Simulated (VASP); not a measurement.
# Mn2Te3S (Immm) in VASP: single point with PBE

Aim: the single point of Mn2Te3S with PBE.

All numbers are computed with VASP 6.6.1; they aren't measurements. Logs are shortened: lines on timing, memory, paths and dates and some standing lists are left out, and cuts for length are marked.

### 1 The cell of the first run

Symmetry: Immm, No. 71, orthorhombic system. Conventional cell: a = 4.885 Å, b = 7.699 Å, c = 9.163 Å, α = 90.00°, β = 90.00°, γ = 90.00°. Within 3.0 Å of Mn (site symmetry m2m) lie 1 S at 2.27 Å and 4 Te at 2.69 to 2.91 Å. Within 3.8 Å of Te (site symmetry mmm) lie 4 Mn at 2.91 Å and 4 Te at 3.27 Å. Te (site symmetry mm2) has 2 Mn at 2.69 Å and 2 Te at 3.27 Å and 2 S at 3.43 Å within 3.5 Å. Within 3.0 Å of S (site symmetry mmm) lie 2 Mn at 2.27 Å.

The cell was built from a structure type or drawn by symmetry, and may not be a known phase.

### 2 Single point, PBE, collinear spin, ferromagnetic start

File INCAR:

```
SYSTEM = Mn2Te3S
ALGO     = Normal         ! electronic algorithm
EDIFF    = 1E-6           ! SCF threshold, eV
ENCUT    = 520            ! plane-wave cutoff, eV
GGA      = PE             ! functional
ISIF     = 2              ! what is computed and relaxed
ISMEAR   = 0              ! smearing method
ISPIN    = 2              ! spin polarisation
LASPH    = .True.         ! aspherical terms in the spheres
LCHARG   = .False.        ! write CHGCAR
LMAXMIX  = 4              ! l up to which the mixer works
LORBIT   = 11             ! projections on sites
LREAL    = .False.        ! projectors in reciprocal space
LWAVE    = .False.        ! write WAVECAR
MAGMOM   = 4 4 0 0 0 0    ! initial moments
NBANDS   = 38             ! bands
NELM     = 150            ! most SCF steps
PREC     = Accurate       ! precision mode
SIGMA    = 0.15           ! smearing width, eV
```

File KPOINTS:

```
k-points
0
Gamma
  3 3 3
  0 0 0
```

File POSCAR:

```
Mn2Te3S
1.0
   -2.4426021733      4.5816937874      3.8495321463
    2.4426021733     -4.5816937874      3.8495321463
    2.4426021733      4.5816937874     -3.8495321463
Mn Te S
2 3 1
Direct
    0.7942853299      0.7942853299      0.0000000000
    0.2057146701      0.2057146701      0.0000000000
    0.0000000000      0.5000000000      0.5000000000
    0.2372720101      0.0000000000      0.2372720101
    0.7627279899      0.0000000000      0.7627279899
    0.5000000000      0.5000000000      0.0000000000
```

Potentials or basis: VASP PAW PBE potentials, release 64 (Mn_pv, Te, S).

Command:

```
> cat potpaw_PBE.64/Mn_pv/POTCAR potpaw_PBE.64/Te/POTCAR potpaw_PBE.64/S/POTCAR > POTCAR
> mpirun -np 1 vasp_std > vasp.out
```

OUTCAR:

```text
SYSTEM = Mn2Te3S
   EDIFF = 1E-6
   ENCUT = 520
   GGA = PE
   ISIF = 2
   ISMEAR = 0
   ISPIN = 2
   LASPH = .True.
   LORBIT = 11
   LREAL = .False.
   NELM = 150
   PREC = Accurate

 ion  position               nearest neighbor table
   1  0.794  0.794  0.000-   6 2.27   5 2.69   4 2.69   3 2.91   3 2.91   2 3.17
   2  0.206  0.206  0.000-   6 2.27   4 2.69   5 2.69   3 2.91   3 2.91   1 3.17
   3  0.000  0.500  0.500-   2 2.91   1 2.91   2 2.91   1 2.91   4 3.27   4 3.27   5 3.27   5 3.27

   4  0.237  0.000  0.237-   2 2.69   1 2.69   3 3.27   3 3.27
   5  0.763  0.000  0.763-   1 2.69   2 2.69   3 3.27   3 3.27
   6  0.500  0.500  0.000-   1 2.27   2 2.27

  LATTYP: Found a body centered orthorhombic cell.
 ALAT       =     4.8852043466
 B/A-ratio  =     1.5759963650
 C/A-ratio  =     1.8757429423

  Lattice vectors:

 A1 = (   2.4426021733,  -4.5816937874,  -3.8495321463)
 A2 = (  -2.4426021733,  -4.5816937874,   3.8495321463)
 A3 = (  -2.4426021733,   4.5816937874,  -3.8495321463)

Analysis of symmetry for initial positions (statically):
=====================================================================
 Subroutine PRICEL returns:
 Original cell was already a primitive cell.

 Routine SETGRP: Setting up the symmetry group for a
 body centered orthorhombic supercell.

 Subroutine GETGRP returns: Found  8 space group operations
 (whereof  8 operations were pure point group operations)
 out of a pool of  8 trial point group operations.

The static configuration has the point symmetry D_2h.

Analysis of symmetry for dynamics (positions and initial velocities):
=====================================================================
 Subroutine PRICEL returns:
 Original cell was already a primitive cell.

 Routine SETGRP: Setting up the symmetry group for a
 body centered orthorhombic supercell.

 Subroutine GETGRP returns: Found  8 space group operations
 (whereof  8 operations were pure point group operations)
 out of a pool of  8 trial point group operations.

The dynamic configuration has the point symmetry D_2h.

Analysis of structural, dynamic, and magnetic symmetry:
=====================================================================
 Subroutine PRICEL returns:
 Original cell was already a primitive cell.

 Routine SETGRP: Setting up the symmetry group for a
 body centered orthorhombic supercell.

 Subroutine GETGRP returns: Found  8 space group operations
 (whereof  8 operations were pure point group operations)
 out of a pool of  8 trial point group operations.

The overall configuration has the point symmetry D_2h.

 Subroutine INISYM returns: Found  8 space group operations
 (whereof  8 operations are pure point group operations),
 and found     1 'primitive' translations

----------------------------------------------------------------------------------------

                                     Primitive cell

  volume of cell :     172.3244

  direct lattice vectors                    reciprocal lattice vectors
    -2.442602173  4.581693787  3.849532146     0.000000000  0.109129947  0.129885914
     2.442602173 -4.581693787  3.849532146     0.204699728  0.000000000  0.129885914
     2.442602173  4.581693787 -3.849532146     0.204699728  0.109129947  0.000000000

  length of vectors
     6.463522343  6.463522343  6.463522343     0.169645795  0.242430050  0.231972679

  position of ions in fractional coordinates (direct lattice)
     0.794285330  0.794285330  0.000000000
     0.205714670  0.205714670  0.000000000
     0.000000000  0.500000000  0.500000000
     0.237272010  0.000000000  0.237272010
     0.762727990  0.000000000  0.762727990
     0.500000000  0.500000000  0.000000000

  ion indices of the primitive-cell ions
   primitive index   ion index
                 1           1
                 2           2
                 3           3
                 4           4
                 5           5
                 6           6

----------------------------------------------------------------------------------------

 KPOINTS: k-points

Automatic generation of k-mesh.
[... 28 lines left out ...]
 -0.333333  0.333333  0.333333      2.000000
  0.333333 -0.333333  0.333333      2.000000
 -0.333333 -0.333333  0.333333      2.000000
   k-points           NKPTS =      8   k-points in BZ     NKDIM =      8   number of bands    NBANDS=     38
   number of dos      NEDOS =    301   number of ions     NIONS =      6
   total plane-waves  NPLWV = 110592
   dimension x,y,z NGX =    48 NGY =   48 NGZ =   48
   dimension x,y,z NGXF=    96 NGYF=   96 NGZF=   96
   ions per type =               2   3   1
   NGX,Y,Z   is equivalent  to a cutoff of  12.35, 12.35, 12.35 a.u.
   NGXF,Y,Z  is equivalent  to a cutoff of  24.69, 24.69, 24.69 a.u.
 SYSTEM =  Mn2Te3S
   PREC   = accura    normal or accurate (medium, high low for compatibility)
   ISTART =      0    job   : 0-new  1-cont  2-samecut
   ICHARG =      2    charge: 1-file 2-atom 10-const
   ISPIN  =      2    spin polarized calculation?
   LNONCOLLINEAR =      F non collinear calculations
   LSORBIT =      F    spin-orbit coupling
   LASPH  =      T    aspherical Exc in radial PAW
   ENCUT  =  520.0 eV  38.22 Ry    6.18 a.u.  12.02 12.02 12.02*2*pi/ulx,y,z
   NELM   =    150;   NELMIN=  2; NELMDL= -5     # of ELM steps
   EDIFF  = 0.1E-05   stopping-criterion for ELM
   LREAL  =      F    real-space projection
   EDIFFG = 0.1E-04   stopping-criterion for IOM
   NSW    =      0    number of steps for IOM
   IBRION =     -1    ionic relax: 0-MD 1-quasi-New 2-CG
   NFREE  =      0    steps in history (QN), initial steepest desc. (CG)
   ISIF   =      2    stress and relaxation
   ISYM   =      2    0-nonsym 1-usesym 2-fastsym
   POTIM  = 0.5000    time-step for ionic-motion
   TEBEG  =    0.0;   TEEND  =   0.0 temperature during run
   PSTRESS=    0.0 pullay stress
   NELECT =      50.0000    total number of electrons
   NUPDOWN=      -1.0000    fix difference up-down
   EMIN   =  10.00;   EMAX   =-10.00  energy-range for DOS
   EFERMI =   0.00;   METHOD = LEGACY
   ISMEAR =     0;   SIGMA  =   0.15  broadening in eV -4-tet -1-fermi 0-gaus
   EFERMI_NEDOS =   21; number of points for ismear=-14 and -15
   IALGO  =     38    algorithm
   IMIX   =      4    mixing-type and parameters
     AMIX     =   0.40;   BMIX     =  1.00
     AMIX_MAG =   1.60;   BMIX_MAG =  1.00
  volume/ion in A,a.u.               =      28.72       193.82
  Fermi-wavevector in a.u.,A,eV,Ry     =   1.083800  2.048086 15.981716  1.174623
  Thomas-Fermi vector in A             =   2.219875
   LORBIT       =     11    0 simple, 1 ext, 2 COOP (PROOUT), +10 PAW based schemes
   GGA     = PE    functional components
   LHFCALC =     F    Hartree Fock is set to
   AEXX    =    0.0000 exact exchange contribution
   IVDW    =     0    specifies the selected vdW correction
   LEPSILON=     F    determine dielectric tensor
   LRPA    =     F    only Hartree local field effects (RPA)
 spin polarized calculation
 Gauss-broadening in eV      SIGMA  =   0.15
  energy-cutoff  :      520.00
  volume of cell :      172.32
 maximum number of plane-waves:      4649
   NGX = 23   NGY = 23   NGZ = 23

 number of electron      50.0000008 magnetization       8.3559472

 Free energy of the ion-electron system (eV)
  ---------------------------------------------------
  ext. energy  EPLUGINS =         0.00000000
  ---------------------------------------------------
  free energy    TOTEN  =       -31.14865012 eV

  energy without entropy =      -31.10965783  energy(sigma->0) =      -31.12915397

 E-fermi :   4.7833     XC(G=0):  -9.0607

 val. band max:        4.7610405571   @ k =   0.3333   0.3333  -0.0000
 cond. band min:       4.7923025629   @ k =   0.3333   0.3333  -0.0000
 fundamental gap:      0.0312620059
 Fermi energy:         4.7833277644

 spin component 1

 k-point     1 :       0.0000    0.0000    0.0000
  band No.  band energies     occupation
      1     -45.6294      1.00000
      2     -45.6280      1.00000
      3     -45.5461      1.00000
      4     -45.5445      1.00000
      5     -45.5175      1.00000
      6     -45.5023      1.00000
[... 309 lines left out ...]
     36       9.4404      0.00000
     37      10.1090      0.00000
 Fermi energy:         4.7833277644

 spin component 2

 k-point     1 :       0.0000    0.0000    0.0000
  band No.  band energies     occupation
      1     -41.4950      1.00000
      2     -41.4932      1.00000
      3     -41.4879      1.00000
      4     -41.4856      1.00000
      5     -41.4652      1.00000
      6     -41.4463      1.00000
[... 309 lines left out ...]
     36      10.2513      0.00000
     37      10.3545      0.00000
 [bands above 37 left out]

------------------------ aborting loop because EDIFF is reached ----------------------------------------

  FORCE on cell =-STRESS in cart. coord.  units (eV):
  Direction    XX          YY          ZZ          XY          YZ          ZX
  --------------------------------------------------------------------------------------
  -------------------------------------------------------------------------------------
  Total        0.1426407      0.0746687     -0.0359360      0.0000000      0.0000000      0.0000000
  in kB        1.3261952      0.6942282     -0.3341134      0.0000000      0.0000000      0.0000000
  external PRESSURE =       0.5621033 kB  Pullay stress =       0.0000000 kB

 VOLUME and BASIS-vectors are now :
 -----------------------------------------------------------------------------
  energy-cutoff  :      520.00
  volume of cell :      172.32
      direct lattice vectors                 reciprocal lattice vectors
    -2.442602173  4.581693787  3.849532146     0.000000000  0.109129947  0.129885914
     2.442602173 -4.581693787  3.849532146     0.204699728  0.000000000  0.129885914
     2.442602173  4.581693787 -3.849532146     0.204699728  0.109129947  0.000000000

 POSITION                                       TOTAL-FORCE (eV/Angst)
 -----------------------------------------------------------------------------------
      0.00000      0.00000      6.11525         0.000000     -0.000000     -0.024072
      0.00000      0.00000      1.58381        -0.000000      0.000000      0.024072
      2.44260      0.00000      0.00000        -0.000000      0.000000      0.000000
      0.00000      2.17422      0.00000        -0.000000     -0.046266      0.000000
      0.00000      6.98917      0.00000        -0.000000      0.046266      0.000000
      0.00000      0.00000      3.84953        -0.000000      0.000000      0.000000
 -----------------------------------------------------------------------------------
    total drift:                                0.000000      0.000000     -0.000000

  FREE ENERGIE OF THE ION-ELECTRON SYSTEM (eV)
  ---------------------------------------------------
  free  energy   TOTEN  =       -31.1486501172 eV

  energy  without entropy=      -31.1096578308  energy(sigma->0) =      -31.12915397

 total charge

# of ion       s       p       d       tot
------------------------------------------
    1        0.272   6.204   4.980  11.456
    2        0.272   6.204   4.980  11.456
    3        1.422   1.837   0.048   3.307
    4        1.411   1.885   0.034   3.330
    5        1.411   1.885   0.034   3.330
    6        1.342   2.359   0.000   3.702
--------------------------------------------------
tot          6.130  20.374  10.076  36.580

 magnetization (x)

# of ion       s       p       d       tot
------------------------------------------
    1        0.053   0.041   3.774   3.868
    2        0.053   0.041   3.774   3.868
    3        0.017  -0.105   0.009  -0.079
    4        0.003  -0.025   0.003  -0.019
    5        0.003  -0.025   0.003  -0.019
    6        0.003  -0.005   0.000  -0.002
--------------------------------------------------
tot          0.131  -0.078   7.564   7.616
```

Wall time 6.1 min (1 thread of Intel Xeon 8259CL, shared host); peak memory 0.44 GiB.

Results:

- Free energy: -31.1487 eV
- Pressure: 0.1 GPa
- Largest force: 0.046 eV/Å
- Net moment: 8.36 μB per cell
- Site moments: Mn +3.87; Te -0.08, -0.02 (each value once); S -0.00 μB
- Valence electrons inside the program's atomic spheres: Mn 11.46; Te 3.31, 3.33 (each value once); S 3.70

Forces in eV/Å, atoms in the order of the input:
```
Mn   0.000  0.000 -0.024
Mn   0.000  0.000  0.024
Te   0.000  0.000  0.000
Te   0.000 -0.046  0.000
Te   0.000  0.046  0.000
S    0.000  0.000  0.000
```

Levels at points of the mesh, in eV from the Fermi level:
Spin up:
```tsv
k point	band 25	band 26	band 27	band 28	band 29	band 30	band 31	band 32	band 33	band 34
(0.00, 0.00, 0.00)	-1.58	-1.56	-1.34	-1.10	-0.48	0.18	1.50	1.50	2.12	2.79
```
Spin down:
```
           k point  band 17  band 18  band 19  band 20  band 21  band 22  band 23  band 24  band 25  band 26
(0.00, 0.00, 0.00)    -2.40    -2.25    -2.13    -1.71    -0.52     0.37     0.52     0.62     0.79     1.00
```

Caveat: the k points lie up to 0.49 Å⁻¹ apart; spin-orbit coupling is left out, which moves the levels of the heavy elements; semilocal functionals often make such compounds metallic where correlation or magnetic order opens a gap, which also shifts bond lengths; only a ferromagnetic start was run, and an antiferromagnetic order may lie lower in energy. With open d or f shells a metallic result of PBE can be an artefact of self-interaction; +U or a hybrid may open a gap.
